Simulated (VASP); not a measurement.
# TaN (P-6m2) in VASP: further runs, part 3 of 3

VASP 6.6.1. The steps go on from the part before.

### 4 Relaxation of shape and atoms at fixed volume, PBE (volume scaled by 1.03)

INCAR

```
SYSTEM = TaN
ALGO     = Normal         ! electronic algorithm
EDIFF    = 1E-6           ! SCF threshold, eV
EDIFFG   = -0.01          ! ionic threshold
ENCUT    = 600            ! plane-wave cutoff, eV
GGA      = PE             ! functional
IBRION   = 2              ! ionic algorithm
ISIF     = 4              ! what is computed and relaxed
ISMEAR   = 0              ! smearing method
LASPH    = .TRUE.         ! aspherical terms in the spheres
LCHARG   = .FALSE.        ! write CHGCAR
LREAL    = .FALSE.        ! projectors in reciprocal space
LWAVE    = .FALSE.        ! write WAVECAR
NELM     = 80             ! most SCF steps
NSW      = 50             ! ionic steps
PREC     = Accurate       ! precision mode
SIGMA    = 0.1            ! smearing width, eV
```

KPOINTS

```
k-points
0
G
  24 24 20
  0 0 0
```

POSCAR

```
TaN
1.0
    2.9794202614      0.0000000000      0.0000000000
   -1.4897101307      2.5802536349      0.0000000000
    0.0000000000      0.0000000000      2.9264487016
Ta N
1 1
Direct
    0.3333333333      0.6666666667      0.5000000000
    0.0000000000      0.0000000000      0.0000000000
```

Potentials or basis: VASP PAW PBE potentials, release 64 (Ta_pv, N).

Launch:

```
$ cat potpaw_PBE.64/Ta_pv/POTCAR potpaw_PBE.64/N/POTCAR > POTCAR
$ mpirun -np 1 vasp_std > vasp.out
```

OUTCAR:

```text
SYSTEM = TaN
   EDIFF = 1E-6
   EDIFFG = -0.01
   ENCUT = 600
   GGA = PE
   IBRION = 2
   ISIF = 4
   ISMEAR = 0
   LASPH = .TRUE.
   LREAL = .FALSE.
   NELM = 80
   NSW = 50
   PREC = Accurate

 ion  position               nearest neighbor table
   1  0.333  0.667  0.500-   2 2.26   2 2.26   2 2.26   2 2.26   2 2.26   2 2.26
   2  0.000  0.000  0.000-   1 2.26   1 2.26   1 2.26   1 2.26   1 2.26   1 2.26

  LATTYP: Found a hexagonal cell.
 ALAT       =     2.9794202614
 C/A-ratio  =     0.9822208500

  Lattice vectors:

 A1 = (   2.9794202614,   0.0000000000,   0.0000000000)
 A2 = (  -1.4897101307,   2.5802536349,   0.0000000000)
 A3 = (   0.0000000000,   0.0000000000,   2.9264487016)

Analysis of symmetry for initial positions (statically):
=====================================================================
 Subroutine PRICEL returns:
 Original cell was already a primitive cell.

 Routine SETGRP: Setting up the symmetry group for a
 hexagonal supercell.

 Subroutine GETGRP returns: Found 12 space group operations
 (whereof 12 operations were pure point group operations)
 out of a pool of 24 trial point group operations.

The static configuration has the point symmetry D_3h.

Analysis of symmetry for dynamics (positions and initial velocities):
=====================================================================
 Subroutine PRICEL returns:
 Original cell was already a primitive cell.

 Routine SETGRP: Setting up the symmetry group for a
 hexagonal supercell.

 Subroutine GETGRP returns: Found 12 space group operations
 (whereof 12 operations were pure point group operations)
 out of a pool of 24 trial point group operations.

The dynamic configuration has the point symmetry D_3h.

 Subroutine INISYM returns: Found 12 space group operations
 (whereof 12 operations are pure point group operations),
 and found     1 'primitive' translations

----------------------------------------------------------------------------------------

                                     Primitive cell

  volume of cell :      22.4975

  direct lattice vectors                    reciprocal lattice vectors
     2.979420261  0.000000000  0.000000000     0.335635765  0.193779400  0.000000000
    -1.489710131  2.580253635  0.000000000     0.000000000  0.387558799  0.000000000
     0.000000000  0.000000000  2.926448702     0.000000000  0.000000000  0.341711098

  length of vectors
     2.979420261  2.979420261  2.926448702     0.387558799  0.387558799  0.341711098

  position of ions in fractional coordinates (direct lattice)
     0.333333333  0.666666667  0.500000000
     0.000000000  0.000000000  0.000000000

  ion indices of the primitive-cell ions
   primitive index   ion index
                 1           1
                 2           2

----------------------------------------------------------------------------------------

 KPOINTS: k-points

Automatic generation of k-mesh.
 Grid dimensions read from file:
 generate k-points for:   24   24   20

 Generating k-lattice:

  Cartesian coordinates                     Fractional coordinates (reciprocal lattice)
     0.013984824  0.008074142  0.000000000     0.041666667  0.000000000  0.000000000
[... 46 lines left out ...]
   ions per type =               1   1
   NGX,Y,Z   is equivalent  to a cutoff of  13.39, 13.39, 13.63 a.u.
   NGXF,Y,Z  is equivalent  to a cutoff of  26.78, 26.78, 27.27 a.u.
 SYSTEM =  TaN
   PREC   = accura    normal or accurate (medium, high low for compatibility)
   ISTART =      0    job   : 0-new  1-cont  2-samecut
   ICHARG =      2    charge: 1-file 2-atom 10-const
   ISPIN  =      1    spin polarized calculation?
   LNONCOLLINEAR =      F non collinear calculations
   LSORBIT =      F    spin-orbit coupling
   LASPH  =      T    aspherical Exc in radial PAW
   ENCUT  =  600.0 eV  44.10 Ry    6.64 a.u.   5.95  5.95  5.84*2*pi/ulx,y,z
   NELM   =     80;   NELMIN=  2; NELMDL= -5     # of ELM steps
   EDIFF  = 0.1E-05   stopping-criterion for ELM
   LREAL  =      F    real-space projection
   EDIFFG = -.1E-01   stopping-criterion for IOM
   NSW    =     50    number of steps for IOM
   IBRION =      2    ionic relax: 0-MD 1-quasi-New 2-CG
   NFREE  =      1    steps in history (QN), initial steepest desc. (CG)
   ISIF   =      4    stress and relaxation
   ISYM   =      2    0-nonsym 1-usesym 2-fastsym
   POTIM  = 0.5000    time-step for ionic-motion
   TEBEG  =    0.0;   TEEND  =   0.0 temperature during run
   PSTRESS=    0.0 pullay stress
   NELECT =      16.0000    total number of electrons
   NUPDOWN=      -1.0000    fix difference up-down
   EMIN   =  10.00;   EMAX   =-10.00  energy-range for DOS
   EFERMI =   0.00;   METHOD = LEGACY
   ISMEAR =     0;   SIGMA  =   0.10  broadening in eV -4-tet -1-fermi 0-gaus
   EFERMI_NEDOS =   21; number of points for ismear=-14 and -15
   IALGO  =     38    algorithm
   IMIX   =      4    mixing-type and parameters
     AMIX     =   0.40;   BMIX     =  1.00
     AMIX_MAG =   1.60;   BMIX_MAG =  1.00
  volume/ion in A,a.u.               =      11.25        75.91
  Fermi-wavevector in a.u.,A,eV,Ry     =   1.461290  2.761438 29.053459  2.135369
  Thomas-Fermi vector in A             =   2.577639
   LORBIT       =      0    0 simple, 1 ext, 2 COOP (PROOUT), +10 PAW based schemes
   GGA     = PE    functional components
   LHFCALC =     F    Hartree Fock is set to
   AEXX    =    0.0000 exact exchange contribution
   IVDW    =     0    specifies the selected vdW correction
   LEPSILON=     F    determine dielectric tensor
   LRPA    =     F    only Hartree local field effects (RPA)
 conjugate gradient relaxation of ions
 non-spin polarized calculation
 Gauss-broadening in eV      SIGMA  =   0.10
  energy-cutoff  :      600.00
  volume of cell :       22.50
 maximum number of plane-waves:       778
 NGX is ok and might be reduce to    24
   NGX = 11   NGY = 11   NGZ = 11

--------------------------------------- Ionic step        1  -------------------------------------------

 number of electron      16.0000001 magnetization

 Free energy of the ion-electron system (eV)
  ---------------------------------------------------
  ext. energy  EPLUGINS =         0.00000000
  ---------------------------------------------------
  free energy    TOTEN  =       -22.43158826 eV

  energy without entropy =      -22.43121979  energy(sigma->0) =      -22.43140402

------------------------ aborting loop because EDIFF is reached ----------------------------------------

  FORCE on cell =-STRESS in cart. coord.  units (eV):
  Direction    XX          YY          ZZ          XY          YZ          ZX
  --------------------------------------------------------------------------------------
  -------------------------------------------------------------------------------------
  Total       -1.2110389     -1.2110389     -1.3383772      0.0000000      0.0000000      0.0000000
  in kB      -86.2449335    -86.2449335    -95.3134118      0.0000000      0.0000000      0.0000000
  external PRESSURE =     -89.2677596 kB  Pullay stress =       0.0000000 kB
[... 59 lines left out ...]
--------------------------------------- Ionic step        3  -------------------------------------------

 number of electron      16.0000000 magnetization

 Free energy of the ion-electron system (eV)
  ---------------------------------------------------
  ext. energy  EPLUGINS =         0.00000000
  ---------------------------------------------------
  free energy    TOTEN  =       -22.43165279 eV

  energy without entropy =      -22.43128475  energy(sigma->0) =      -22.43146877

 E-fermi :   7.8089     XC(G=0): -13.1110

 val. band max:        7.8059354864   @ k =   0.0417   0.0000   0.4500
 cond. band min:       7.8168979458   @ k =   0.0000   0.0000   0.4000
 fundamental gap:      0.0109624594
 Fermi energy:         7.8088801447

 k-point     1 :       0.0000    0.0000    0.0000
  band No.  band energies     occupation
      1     -27.1634      2.00000
      2     -26.9215      2.00000
      3     -26.9215      2.00000
      4      -9.6461      2.00000
      5       3.4285      2.00000
      6       3.4285      2.00000
      7       3.7952      2.00000
      8       4.9431      2.00000
      9       9.6975      0.00000
     10      11.2024      0.00000
     11      11.2024      0.00000
     12      11.5718      0.00000
[... 331 lines left out ...]
 k-point    24 :       0.4583    0.0417    0.0000
  band No.  band energies     occupation
      1     -27.7948      2.00000
      2     -27.1309      2.00000
      3     -27.0432      2.00000
      4      -7.5185      2.00000
      5      -0.1999      2.00000
      6       2.8449      2.00000
      7       4.2431      2.00000
      8       4.9815      2.00000
      9      10.5277      0.00000
     10      11.4799      0.00000
     11      12.5465      0.00000
     12      12.9346      0.00000

 [... further k-points ...]
[... 5 lines left out ...]
  --------------------------------------------------------------------------------------
  -------------------------------------------------------------------------------------
  Total       -1.2472543     -1.2472543     -1.2481844      0.0000000     -0.0000000      0.0000000
  in kB      -88.8240405    -88.8240405    -88.8902750      0.0000000     -0.0000000      0.0000000
  external PRESSURE =     -88.8461187 kB  Pullay stress =       0.0000000 kB
[... 17 lines left out ...]
  FREE ENERGIE OF THE ION-ELECTRON SYSTEM (eV)
  ---------------------------------------------------
  free  energy   TOTEN  =       -22.4316527896 eV

  energy  without entropy=      -22.4312847490  energy(sigma->0) =      -22.43146877

 reached required accuracy - stopping structural energy minimisation
```

It took 2.2 min on 1 thread of AMD EPYC 9R45 (Zen 5), shared host; peak memory 0.33 GiB.

What came out:

| Property | Result |
| --- | --- |
| Free energy | -22.4317 eV |
| Energy gained by relaxing | 0.0 meV/atom |
| Ionic steps | 3 |
| Pressure after relaxing | -8.9 GPa |
| Band gap on the k mesh | zero (band 8 reaches 8.21 eV, above the bottom of band 9 at 7.73 eV) |

Final structure:
```
Ta N
1.0
     2.98094    0.00000    0.00000
    -1.49047    2.58157    0.00000
     0.00000    0.00000    2.92346
Ta N
1 1
Cartesian
  0.0000 1.7210 1.4617
  0.0000 0.0000 0.0000
```

Caveat: spin-orbit coupling is left out, which moves the levels of the heavy elements.

### 5 Overview

```tsv
task	cell	gap on the mesh (eV)	pressure (GPa)
relaxation of shape and atoms at fixed volume	relaxed from a = 2.920, b = 2.920, c = 2.868 Å, angles 90.0, 90.0, 120.0°, 2 atoms	none	11.6
relaxation of cell and atoms	relaxed from a = 2.950, b = 2.950, c = 2.897 Å, angles 90.0, 90.0, 120.0°, 2 atoms	none	0.0
relaxation of shape and atoms at fixed volume	relaxed from a = 2.979, b = 2.979, c = 2.926 Å, angles 90.0, 90.0, 120.0°, 2 atoms	none	-8.9
```

Alike in all rows: level PBE; potentials or basis VASP PAW PBE potentials, release 64 (Ta_pv, N); no spin polarisation; k mesh 24 × 24 × 20; cutoff (eV) 600; smearing gaussian 0.1 eV.

Caveats: spin-orbit coupling is left out, which moves the levels of the heavy elements.

Total energies depend on the potentials used, so only differences within one code and one set of settings carry meaning.
